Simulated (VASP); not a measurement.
# C (P1) in VASP: relaxation of cell and atoms with PBE

Aim: the relaxation of cell and atoms of C with PBE.

Everything below comes from runs of VASP 6.6.1. Logs are shortened: lines on timing, memory, paths and dates and some standing lists are left out, and cuts for length are marked.

## (1) The cell of the first run

The typed cell holds 8 atoms: a = 4.223 Å, b = 4.164 Å, c = 4.264 Å, α = 109.88°, β = 110.06°, γ = 108.11°.

## (2) Relaxation of cell and atoms, PBE

The input, INCAR:

```
SYSTEM = C
PREC = Accurate ; ENCUT = 600
EDIFF = 1E-6 ; ISMEAR = 0
SIGMA = 0.1 ; LREAL = .False.
LASPH = .True. ; NELM = 60
ALGO = Normal ; ISIF = 3
LWAVE = .False. ; LCHARG = .False.
GGA = PE ; IBRION = 2
NSW = 80 ; EDIFFG = -0.025
```

The input, KPOINTS:

```
regular mesh
0
Gamma
  4 4 4
  0 0 0
```

The input, POSCAR:

```
C
1.0
    2.4143302966      2.4874061925     -2.4126534479
   -2.3982054973      2.4363405712      2.3779854590
    2.4500975556     -2.4712813932      2.4641403104
C
8
Direct
    0.5079141909      0.5955686484      0.4243206721
    0.3459135967      0.1570756506      0.1799198799
    0.6717960798      0.8582467713      0.8368494934
    0.5467730539      0.8932369883      0.1203327219
   -0.0301172147      0.1738651862      0.8417534433
    0.1743837717      0.5813156172      0.0500517458
    0.8141206800      0.9232603032      0.4132252233
    0.9692158416      0.8174308348      0.1335468204
```

Potentials or basis: VASP PAW PBE potentials, release 64 (C).

Run with:

```console
cat potpaw_PBE.64/C/POTCAR > POTCAR
mpirun -np 1 vasp_std > vasp.out
```

OUTCAR:

```text
SYSTEM = C
   PREC = Accurate
   ENCUT = 600
   EDIFF = 1E-6
   ISMEAR = 0
   LREAL = .False.
   LASPH = .True.
   NELM = 60
   ISIF = 3
   GGA = PE
   IBRION = 2
   NSW = 80
   EDIFFG = -0.025

 ion  position               nearest neighbor table
   1  0.508  0.596  0.424-   3 1.47   2 1.53   7 1.59   6 1.70
   2  0.346  0.157  0.180-   1 1.53   4 1.59   8 1.66   5 1.78
   3  0.672  0.858  0.837-   4 1.46   1 1.47   5 1.50   8 1.55
   4  0.547  0.893  0.120-   7 1.30   3 1.46   6 1.55   2 1.59   8 1.89
   5  0.970  0.174  0.842-   6 1.40   3 1.50   7 1.52   2 1.78
   6  0.174  0.581  0.050-   5 1.40   8 1.53   4 1.55   1 1.70
   7  0.814  0.923  0.413-   4 1.30   5 1.52   8 1.55   1 1.59
   8  0.969  0.817  0.134-   6 1.53   3 1.55   7 1.55   2 1.66   4 1.89

  LATTYP: Found a triclinic cell.
 ALAT       =     4.2425434421
 B/A-ratio  =     1.6350366286
 C/A-ratio  =     0.9954868914
 COS(alpha) =     0.0005538420
 COS(beta)  =     0.3456355595
 COS(gamma) =     0.8144087890

  Lattice vectors:

 A1 = (   2.4662223549,   2.4524653705,   2.4294723215)
 A2 = (   4.9163199105,  -0.0188160227,   4.8936126319)
 A3 = (   2.4143302966,   2.4874061925,  -2.4126534479)

Analysis of symmetry for initial positions (statically):
=====================================================================
 Subroutine PRICEL returns:
 Original cell was already a primitive cell.

 Routine SETGRP: Setting up the symmetry group for a
 triclinic supercell.

 Subroutine GETGRP returns: Found  1 space group operations
 (whereof  1 operations were pure point group operations)
 out of a pool of  2 trial point group operations.

The static configuration has the point symmetry C_1 .

Analysis of symmetry for dynamics (positions and initial velocities):
=====================================================================
 Subroutine PRICEL returns:
 Original cell was already a primitive cell.

 Routine SETGRP: Setting up the symmetry group for a
 triclinic supercell.

 Subroutine GETGRP returns: Found  1 space group operations
 (whereof  1 operations were pure point group operations)
 out of a pool of  2 trial point group operations.

The dynamic configuration has the point symmetry C_1 .

 Subroutine INISYM returns: Found  1 space group operations
 (whereof  1 operations are pure point group operations),
 and found     1 'primitive' translations

----------------------------------------------------------------------------------------

                                     Primitive cell

  volume of cell :      57.9772

  direct lattice vectors                    reciprocal lattice vectors
     2.414330297  2.487406192 -2.412653448     0.204910812  0.202421126 -0.000735314
    -2.398205497  2.436340571  2.377985459    -0.002879964  0.204571518  0.208027918
     2.450097556 -2.471281393  2.464140310     0.203408583  0.000772656  0.204346552

  length of vectors
     4.223396383  4.164367879  4.264058774     0.288033494  0.291776310  0.288328220

  position of ions in fractional coordinates (direct lattice)
     0.507914191  0.595568648  0.424320672
     0.345913597  0.157075651  0.179919880
     0.671796080  0.858246771  0.836849493
     0.546773054  0.893236988  0.120332722
     0.969882785  0.173865186  0.841753443
     0.174383772  0.581315617  0.050051746
     0.814120680  0.923260303  0.413225223
     0.969215842  0.817430835  0.133546820

  ion indices of the primitive-cell ions
   primitive index   ion index
                 1           1
                 2           2
                 3           3
                 4           4
                 5           5
                 6           6
                 7           7
                 8           8

----------------------------------------------------------------------------------------

 KPOINTS: regular mesh

Automatic generation of k-mesh.
 Grid dimensions read from file:
 generate k-points for:    4    4    4

 Generating k-lattice:

  Cartesian coordinates                     Fractional coordinates (reciprocal lattice)
     0.051227703  0.050605281 -0.000183829     0.250000000  0.000000000 -0.000000000
    -0.000719991  0.051142879  0.052006980     0.000000000  0.250000000  0.000000000
     0.050852146  0.000193164  0.051086638     0.000000000  0.000000000  0.250000000

  Length of vectors
     0.072008373  0.072944077  0.072082055

  Shift w.r.t. Gamma in fractional coordinates (k-lattice)
     0.000000000  0.000000000  0.000000000

 Subroutine IBZKPT returns following result:
 ===========================================

 Found     36 irreducible k-points:

 Following reciprocal coordinates:
            Coordinates               Weight
  0.000000  0.000000  0.000000      1.000000
  0.250000  0.000000  0.000000      2.000000
  0.500000  0.000000  0.000000      1.000000
 -0.000000  0.250000  0.000000      2.000000
  0.250000  0.250000  0.000000      2.000000
  0.500000  0.250000  0.000000      2.000000
[... 16 lines left out ...]
  0.000000 -0.250000  0.250000      2.000000
  0.250000 -0.250000  0.250000      2.000000
 [... further k-points ...]
   k-points           NKPTS =     36   k-points in BZ     NKDIM =     36   number of bands    NBANDS=     21
   number of dos      NEDOS =    301   number of ions     NIONS =      8
   total plane-waves  NPLWV =  46656
   dimension x,y,z NGX =    36 NGY =   36 NGZ =   36
   dimension x,y,z NGXF=    72 NGYF=   72 NGZF=   72
   ions per type =               8
   NGX,Y,Z   is equivalent  to a cutoff of  14.17, 14.37, 14.04 a.u.
   NGXF,Y,Z  is equivalent  to a cutoff of  28.34, 28.74, 28.07 a.u.
 SYSTEM =  C
   PREC   = accura    normal or accurate (medium, high low for compatibility)
   ISTART =      0    job   : 0-new  1-cont  2-samecut
   ICHARG =      2    charge: 1-file 2-atom 10-const
   ISPIN  =      1    spin polarized calculation?
   LNONCOLLINEAR =      F non collinear calculations
   LSORBIT =      F    spin-orbit coupling
   LASPH  =      T    aspherical Exc in radial PAW
   ENCUT  =  600.0 eV  44.10 Ry    6.64 a.u.   8.44  8.32  8.52*2*pi/ulx,y,z
   NELM   =     60;   NELMIN=  2; NELMDL= -5     # of ELM steps
   EDIFF  = 0.1E-05   stopping-criterion for ELM
   LREAL  =      F    real-space projection
   EDIFFG = -.3E-01   stopping-criterion for IOM
   NSW    =     80    number of steps for IOM
   IBRION =      2    ionic relax: 0-MD 1-quasi-New 2-CG
   NFREE  =      1    steps in history (QN), initial steepest desc. (CG)
   ISIF   =      3    stress and relaxation
   ISYM   =      2    0-nonsym 1-usesym 2-fastsym
   POTIM  = 0.5000    time-step for ionic-motion
   TEBEG  =    0.0;   TEEND  =   0.0 temperature during run
   PSTRESS=    0.0 pullay stress
   NELECT =      32.0000    total number of electrons
   NUPDOWN=      -1.0000    fix difference up-down
   EMIN   =  10.00;   EMAX   =-10.00  energy-range for DOS
   EFERMI =   0.00;   METHOD = LEGACY
   ISMEAR =     0;   SIGMA  =   0.10  broadening in eV -4-tet -1-fermi 0-gaus
   EFERMI_NEDOS =   21; number of points for ismear=-14 and -15
   IALGO  =     38    algorithm
   IMIX   =      4    mixing-type and parameters
     AMIX     =   0.40;   BMIX     =  1.00
     AMIX_MAG =   1.60;   BMIX_MAG =  1.00
  volume/ion in A,a.u.               =       7.25        48.91
  Fermi-wavevector in a.u.,A,eV,Ry     =   1.342886  2.537686 24.535959  1.803342
  Thomas-Fermi vector in A             =   2.471004
   LORBIT       =      0    0 simple, 1 ext, 2 COOP (PROOUT), +10 PAW based schemes
   GGA     = PE    functional components
   LHFCALC =     F    Hartree Fock is set to
   AEXX    =    0.0000 exact exchange contribution
   IVDW    =     0    specifies the selected vdW correction
   LEPSILON=     F    determine dielectric tensor
   LRPA    =     F    only Hartree local field effects (RPA)
 conjugate gradient relaxation of ions
 non-spin polarized calculation
 Gauss-broadening in eV      SIGMA  =   0.10
  energy-cutoff  :      600.00
  volume of cell :       57.98
 maximum number of plane-waves:      1946
 NGX is ok and might be reduce to    36
   NGX = 17   NGY = 17   NGZ = 17

--------------------------------------- Ionic step        1  -------------------------------------------

 number of electron      32.0000000 magnetization

 Free energy of the ion-electron system (eV)
  ---------------------------------------------------
  ext. energy  EPLUGINS =         0.00000000
  ---------------------------------------------------
  free energy    TOTEN  =       -63.59988960 eV

  energy without entropy =      -63.59988960  energy(sigma->0) =      -63.59988960

------------------------ aborting loop because EDIFF is reached ----------------------------------------

  FORCE on cell =-STRESS in cart. coord.  units (eV):
  Direction    XX          YY          ZZ          XY          YZ          ZX
  --------------------------------------------------------------------------------------
  -------------------------------------------------------------------------------------
  Total       13.4926326      6.6824669      7.3976696     -0.7867044      1.8817860      0.3609935
  in kB      372.8636091    184.6673526    204.4316984    -21.7402664     52.0024184      9.9759127
  external PRESSURE =     253.9875534 kB  Pullay stress =       0.0000000 kB
[... 107 lines left out ...]
  FREE ENERGIE OF THE ION-ELECTRON SYSTEM (eV)
  ---------------------------------------------------
  free  energy   TOTEN  =       -65.8656507906 eV

  energy  without entropy=      -65.8656507860  energy(sigma->0) =      -65.86565079

[... ionic steps 4 to 18 ...]

--------------------------------------- Ionic step       19  -------------------------------------------

 number of electron      31.9999998 magnetization

------------------------ aborting loop because EDIFF is reached ----------------------------------------

  FORCE on cell =-STRESS in cart. coord.  units (eV):
  Direction    XX          YY          ZZ          XY          YZ          ZX
  --------------------------------------------------------------------------------------
  -------------------------------------------------------------------------------------
  Total        0.0534193      0.0438325     -0.0559983     -0.0310748      0.0160503      0.0105455
  in kB        1.4115007      1.1581877     -1.4796459     -0.8210921      0.4240970      0.2786432
  external PRESSURE =       0.3633475 kB  Pullay stress =       0.0000000 kB
[... 69 lines left out ...]
  energy  without entropy=      -66.9046221375  energy(sigma->0) =      -66.90462214

--------------------------------------- Ionic step       21  -------------------------------------------

 number of electron      31.9999998 magnetization

 Free energy of the ion-electron system (eV)
  ---------------------------------------------------
  ext. energy  EPLUGINS =         0.00000000
  ---------------------------------------------------
  free energy    TOTEN  =       -66.90463362 eV

  energy without entropy =      -66.90463362  energy(sigma->0) =      -66.90463362

 E-fermi :   6.4361     XC(G=0): -11.1247

 val. band max:        5.9618798153   @ k =   0.0000   0.0000   0.0000
 cond. band min:       9.2218595833   @ k =   0.0000  -0.2500   0.2500
 fundamental gap:      3.2599797680
 Fermi energy:         6.4361187571

 k-point     1 :       0.0000    0.0000    0.0000
  band No.  band energies     occupation
      1     -14.3667      2.00000
      2      -8.1051      2.00000
      3      -8.0991      2.00000
      4      -6.9980      2.00000
      5      -5.3238      2.00000
      6      -5.3013      2.00000
[... 550 lines left out ...]
      5      -3.9358      2.00000
      6      -3.7889      2.00000
[... 13 lines left out ...]
     20      12.7939      0.00000
     21      13.2950      0.00000

 [... further k-points ...]

------------------------ aborting loop because EDIFF is reached ----------------------------------------

  FORCE on cell =-STRESS in cart. coord.  units (eV):
  Direction    XX          YY          ZZ          XY          YZ          ZX
  --------------------------------------------------------------------------------------
  -------------------------------------------------------------------------------------
  Total        0.0342472      0.0754891     -0.0150526     -0.0080045     -0.0035766     -0.0017427
  in kB        0.9050102      1.9948625     -0.3977769     -0.2115267     -0.0945150     -0.0460524
  external PRESSURE =       0.8340320 kB  Pullay stress =       0.0000000 kB
[... 23 lines left out ...]
  FREE ENERGIE OF THE ION-ELECTRON SYSTEM (eV)
  ---------------------------------------------------
  free  energy   TOTEN  =       -66.9046336177 eV

  energy  without entropy=      -66.9046336177  energy(sigma->0) =      -66.90463362

 reached required accuracy - stopping structural energy minimisation
```

Run time: 5.9 min. Hardware: 1 thread of Intel Xeon Platinum 8488C (Sapphire Rapids), shared host; peak memory 0.21 GiB.

What came out:

| Property | Result |
| --- | --- |
| Free energy | -66.9046 eV |
| Relaxed volume | 7.58 Å³/atom |
| Relaxed cell | a = 4.287 Å, b = 4.287 Å, c = 4.286 Å, α = 109.01°, β = 109.69°, γ = 109.71° |
| Space group after relaxing (to 0.1 Å) | I4_1/amd (No. 141) |
| Energy gained by relaxing | 413.1 meV/atom |
| Ionic steps | 21 |
| Pressure after relaxing | 0.1 GPa |
| Largest force after relaxing | 0.015 eV/Å |
| Band gap on the k mesh | 3.26 eV (least direct gap 3.52 eV) |

Forces on the atoms (eV/Å):
```
C    0.005 -0.003 -0.008
C   -0.012  0.008  0.005
C    0.009 -0.003  0.009
C   -0.004 -0.002 -0.012
C    0.009 -0.004  0.007
C    0.003 -0.010  0.001
C   -0.008  0.010  0.006
C   -0.002  0.003 -0.008
```

Stress tensor (GPa, compression positive):
```
 0.09 -0.02  0.00
-0.02  0.20 -0.01
 0.00 -0.01 -0.04
```

Step by step:
```tsv
step	energy change (eV)	largest force (eV/Å)	pressure (GPa)	volume (Å³)
1	0.0000	15.1802	25.40	57.98
2	3.0265	13.4151	-1.28	68.12
3	-2.2658	5.2469	-1.33	61.37
4	-2.3680	5.0059	0.03	60.95
5	-2.4213	4.4532	2.57	60.33
6	-2.5355	3.9267	-4.09	62.40
7	-3.1741	1.4982	-3.75	61.43
8	-3.1905	1.8197	2.86	60.38
9	-3.2704	0.5057	-0.69	60.88
10	-3.2870	0.3644	0.22	60.58
11	-3.2878	0.2843	0.05	60.64
12	-3.2954	0.2177	0.47	60.56
13	-3.2957	0.2661	0.57	60.55
14	-3.3014	0.1604	0.06	60.65
15	-3.3020	0.2079	-0.16	60.69
16	-3.3039	0.1411	-0.37	60.70
17	-3.3041	0.0859	-0.32	60.70
18	-3.3046	0.0697	0.14	60.62
19	-3.3046	0.0474	0.04	60.64
20	-3.3047	0.0311	0.10	60.63
21	-3.3047	0.0153	0.08	60.63
```

Final structure:
```cif
data_structure
_symmetry_space_group_name_H-M 'P 1'
_symmetry_Int_Tables_number 1
_cell_length_a 4.2866
_cell_length_b 4.2866
_cell_length_c 4.2863
_cell_angle_alpha 109.008
_cell_angle_beta 109.689
_cell_angle_gamma 109.715
_cell_volume 60.63
loop_
_atom_site_label
_atom_site_type_symbol
_atom_site_fract_x
_atom_site_fract_y
_atom_site_fract_z
_atom_site_occupancy
C1 C 0.49975 0.58887 0.41117 1
C2 C 0.32234 0.16116 0.16139 1
C3 C 0.67764 0.83900 0.83880 1
C4 C 0.50027 0.91147 0.08915 1
C5 C 0.00020 0.16113 0.83874 1
C6 C 0.17771 0.58885 0.08864 1
C7 C 0.82231 0.91090 0.41114 1
C8 C 0.99978 0.83862 0.16097 1
```

Caveat: the k points lie up to 0.45 Å⁻¹ apart in the final cell. A k mesh can miss the band edges.
